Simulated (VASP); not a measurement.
Here is a VASP 6.6.1 calculation.

File INCAR:

```
  PREC = Accurate
  ENCUT = 520
  EDIFF = 1E-6
  ISMEAR = -1
  SIGMA = 0.05
  LREAL = F
  LASPH = T
  NELM = 80
  ALGO = Normal
  ISIF = 2
  LWAVE = F
  LCHARG = F
  GGA = PS
  NBANDS = 28
```

KPOINTS

```
Automatic mesh
0
Gamma
  7 7 7
```

Contents of POSCAR:

```
SrTiO3
1.0
    3.9308616808      0.0000000000      0.0000000000
    0.0000000000      3.9308616808      0.0000000000
    0.0000000000      0.0000000000      3.9308616808
Sr Ti O
1 1 3
Direct
    0.0000000000      0.0000000000      0.0000000000
    0.5000000000      0.5000000000      0.5000000000
    0.0000000000      0.5000000000      0.5000000000
    0.5000000000      0.0000000000      0.5000000000
    0.5000000000      0.5000000000      0.0000000000
```

Potentials or basis: VASP PAW PBE potentials, release 64 (Sr_sv, Ti_sv, O).

Launch:

```console
$ cat potpaw_PBE.64/Sr_sv/POTCAR potpaw_PBE.64/Ti_sv/POTCAR potpaw_PBE.64/O/POTCAR > POTCAR
$ mpirun -np 1 vasp_std > vasp.out
```

Q: Estimate the band gap on the k mesh.

A: 1.83 eV (least direct gap 2.14 eV).

Q: What does it give for the pressure?

A: -4.7 GPa.

Caveat: the cell stands under tension; the PAW data sets were made with another functional, which shifts forces and pressure a little; an odd mesh through Γ misses points on the zone boundary, where band edges can lie.
